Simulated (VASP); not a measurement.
Sc7As: relaxation of cell and atoms with PBE

Sc7As:

```xyz
8
Lattice="3.3000 0.0000 0.0000 -1.6500 2.8579 0.0000 0.0000 0.0000 19.0000" Properties=species:S:1:pos:R:3 pbc="T T T"
Sc    0.0000    0.0000    6.8970
Sc    1.6500    0.9526    9.5000
Sc    0.0000    0.0000   12.1030
Sc    1.6500    0.9526   14.7060
Sc    0.0000    0.0000   17.3090
Sc    0.0000    0.0000    1.6910
Sc    1.6500    0.9526    4.2940
As    0.0000    1.9053    0.0000
```

- Program: VASP 6.6.1
- Task: relaxation of cell and atoms
- Functional: PBE
- Potentials or basis: VASP PAW PBE potentials, release 64 (Sc_sv, As)
- Cutoff: 600 eV
- k mesh: 6 × 6 × 1
- Occupations: gaussian, width 0.2 eV
- Spin: no spin polarisation
- Dipole correction: no
- Further INCAR settings: ALGO = Normal; EDIFF = 1e-07; IBRION = 2; EDIFFG = -0.08; NSW = 36; ISIF = 3

```yaml
Relaxed_volume: 23.94 Å³/atom
Relaxed_cell: a = 3.379 Å, b = 3.379 Å, c = 19.363 Å, α = 90.00°, β = 90.00°, γ = 120.00°
Space_group_after_relaxing_to_0.1_Å: P-6m2 (No. 187)
Energy_gained_by_relaxing: 77.3 meV/atom
Ionic_steps: 13
Pressure_after_relaxing: 0.2 GPa
Largest_force_after_relaxing: 0.028 eV/Å
Band_gap_on_the_k_mesh: zero (bands 41 and 42 overlap by 1.01 eV)
```

Forces on the atoms (eV/Å):
```
Sc   0.000  0.000  0.028
Sc   0.000  0.000  0.000
Sc   0.000  0.000 -0.028
Sc   0.000  0.000 -0.025
Sc   0.000  0.000  0.021
Sc   0.000  0.000 -0.021
Sc   0.000  0.000  0.025
As   0.000  0.000  0.000
```

Stress tensor (GPa, compression positive):
```
0.15 0.00 0.00
0.00 0.15 0.00
0.00 0.00 0.27
```

Step by step:
| step | energy change (eV) | largest force (eV/Å) | pressure (GPa) | volume (Å³) |
| --- | --- | --- | --- | --- |
| 1 | 0.0000 | 1.5395 | 7.49 | 179.19 |
| 2 | -0.3935 | 0.3573 | -3.07 | 207.73 |
| 3 | -0.4888 | 0.3664 | -0.36 | 198.19 |
| 4 | -0.5139 | 0.3358 | -0.26 | 197.31 |
| 5 | -0.5582 | 0.2204 | 0.10 | 194.69 |
| 6 | -0.5622 | 0.1777 | 0.28 | 193.53 |
| 7 | -0.5856 | 0.1988 | -0.30 | 194.53 |
| 8 | -0.5941 | 0.2187 | -0.86 | 195.56 |
| 9 | -0.6079 | 0.2001 | -0.42 | 193.61 |
| 10 | -0.6112 | 0.1853 | -0.08 | 192.22 |
| 11 | -0.6113 | 0.1837 | -0.04 | 192.07 |
| 12 | -0.6145 | 0.1431 | 0.02 | 191.92 |
| 13 | -0.6184 | 0.0280 | 0.19 | 191.49 |

Final structure:
```cif
data_structure
_symmetry_space_group_name_H-M 'P 1'
_symmetry_Int_Tables_number 1
_cell_length_a 3.3793
_cell_length_b 3.3793
_cell_length_c 19.3628
_cell_angle_alpha 90.000
_cell_angle_beta 90.000
_cell_angle_gamma 120.000
_cell_volume 191.49
loop_
_atom_site_label
_atom_site_type_symbol
_atom_site_fract_x
_atom_site_fract_y
_atom_site_fract_z
_atom_site_occupancy
Sc1 Sc 0.00000 0.00000 0.36708 1
Sc2 Sc 0.66667 0.33333 0.50000 1
Sc3 Sc 0.00000 0.00000 0.63292 1
Sc4 Sc 0.66667 0.33333 0.76408 1
Sc5 Sc 0.00000 0.00000 0.90075 1
Sc6 Sc 0.00000 0.00000 0.09925 1
Sc7 Sc 0.66667 0.33333 0.23592 1
As1 As 0.33333 0.66667 0.00000 1
```

Levels at points of the mesh, in eV from the Fermi level:
```tsv
k point	band 38	band 39	band 40	band 41	band 42	band 43	band 44	band 45
(0.00, 0.00, 0.00)	0.45	0.45	0.66	0.71	1.16	1.31	1.40	1.40
(0.50, 0.00, 0.00)	-0.59	-0.46	-0.40	-0.37	-0.19	-0.16	0.00	0.10
```

It took 13 min on 1 thread of Intel(R) Xeon(R) 6975P-C (Granite Rapids), with other jobs on the host, peak memory 0.38 GiB.

Caveat: the k points lie up to 0.36 Å⁻¹ apart in the final cell, too coarse for converged energies and pressures of a metal.
